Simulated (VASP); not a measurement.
# Zr: relaxation of cell and atoms with LDA

The system is Zr.

```
CELL_PARAMETERS angstrom
2.95000 0.00000 0.00000
0.00000 2.95000 0.00000
0.00000 0.00000 2.95000
ATOMIC_POSITIONS crystal
Zr 0.00000 0.00000 0.00000
```

```yaml
Program: VASP 6.6.1
Task: relaxation of cell and atoms
Functional: LDA
Potentials_or_basis: VASP PAW LDA potentials, release 64 (Zr_sv)
Cutoff: 600 eV
k_mesh: 14 × 14 × 14
Occupations: fermi-dirac, width 0.05 eV
Spin: no spin polarisation
Dipole_correction: no
Further_INCAR_settings: ALGO = Normal; EDIFF = 1e-07; IBRION = 2; EDIFFG = -0.01; NSW = 60; ISIF = 3
```

```
Relaxed volume                         : 22.85 Å³/atom
Relaxed cell                           : a = 2.838 Å, b = 2.838 Å, c = 2.838 Å, α = 90.00°, β = 90.00°, γ = 90.00°
Space group after relaxing (to 0.05 Å) : Pm-3m (No. 221)
Energy gained by relaxing              : 75.1 meV/atom
Ionic steps                            : 3
Pressure after relaxing                : -0.1 GPa
Band gap on the k mesh                 : zero (band 6 reaches 9.45 eV, above the bottom of band 7 at 6.78 eV)
```

The path:
| step | energy change (eV) | largest force (eV/Å) | pressure (GPa) | volume (Å³) |
| --- | --- | --- | --- | --- |
| 1 | 0.0000 | 0.0000 | -7.76 | 25.67 |
| 2 | -0.0462 | 0.0000 | 6.47 | 21.32 |
| 3 | -0.0751 | 0.0000 | -0.05 | 22.85 |

Final structure:
```cif
data_structure
_symmetry_space_group_name_H-M 'P 1'
_symmetry_Int_Tables_number 1
_cell_length_a 2.8378
_cell_length_b 2.8378
_cell_length_c 2.8378
_cell_angle_alpha 90.000
_cell_angle_beta 90.000
_cell_angle_gamma 90.000
_cell_volume 22.85
loop_
_atom_site_label
_atom_site_type_symbol
_atom_site_fract_x
_atom_site_fract_y
_atom_site_fract_z
_atom_site_occupancy
Zr1 Zr 0.00000 0.00000 0.00000 1
```

Levels at points of the mesh, in eV from the Fermi level:
| k point | band 3 | band 4 | band 5 | band 6 | band 7 | band 8 | band 9 | band 10 |
| --- | --- | --- | --- | --- | --- | --- | --- | --- |
| (0.00, 0.00, 0.00) | -25.67 | -25.67 | -5.11 | -1.86 | -1.86 | 6.07 | 6.07 | 6.07 |
| (0.50, 0.00, 0.00) | -25.52 | -25.52 | -2.00 | -0.93 | 0.67 | 2.66 | 2.66 | 6.43 |
| (0.50, 0.50, 0.00) | -26.95 | -25.39 | -3.36 | -0.25 | 3.39 | 3.39 | 5.49 | 5.49 |
| (0.50, 0.50, 0.50) | -26.74 | -26.74 | -1.75 | -1.75 | -1.75 | 6.66 | 8.57 | 8.57 |

Wall time 18 s on 1 thread of Intel(R) Xeon(R) 6975P-C (Granite Rapids), with other jobs on the host, peak memory 0.16 GiB.
